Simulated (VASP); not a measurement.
C, a slab with vacuum:

```
C
1.0
     2.51292    0.00000    0.00000
     0.00000    2.51292    0.00000
     0.00000    0.00000   27.43833
C
15
Cartesian
  0.0000 1.2565 7.5000
  0.0000 0.0000 8.3885
  1.2565 0.0000 9.2769
  1.2565 1.2565 10.1654
  0.0000 1.2565 11.0538
  0.0000 0.0000 11.9423
  1.2565 0.0000 12.8307
  1.2565 1.2565 13.7192
  0.0000 1.2565 14.6076
  0.0000 0.0000 15.4961
  1.2565 0.0000 16.3845
  1.2565 1.2565 17.2730
  0.0000 1.2565 18.1614
  0.0000 0.0000 19.0499
  1.2565 0.0000 19.9383
```

Program: VASP 6.6.1. Alike in all runs: task single point; level PBEsol; potentials or basis VASP PAW PBE potentials, release 64 (C); no spin polarisation; cell as given; cutoff (eV) 520; smearing gaussian 0.05 eV. Hardware: 1 thread of Intel(R) Xeon(R) 6975P-C (Granite Rapids), with other jobs on the host.

Q: Order these runs on this cell by their wall time, lowest first.
A. k mesh 11 × 11 × 1; dipole correction yes; electric field (eV/Å) 0.1
B. k mesh 5 × 5 × 1; dipole correction yes
C. k mesh 11 × 11 × 1; dipole correction no

A: B (43 s), C (140 s), A (320 s).

Caveats: some runs use coarse meshes; the PAW data sets were made with another functional, which shifts forces and pressure a little.
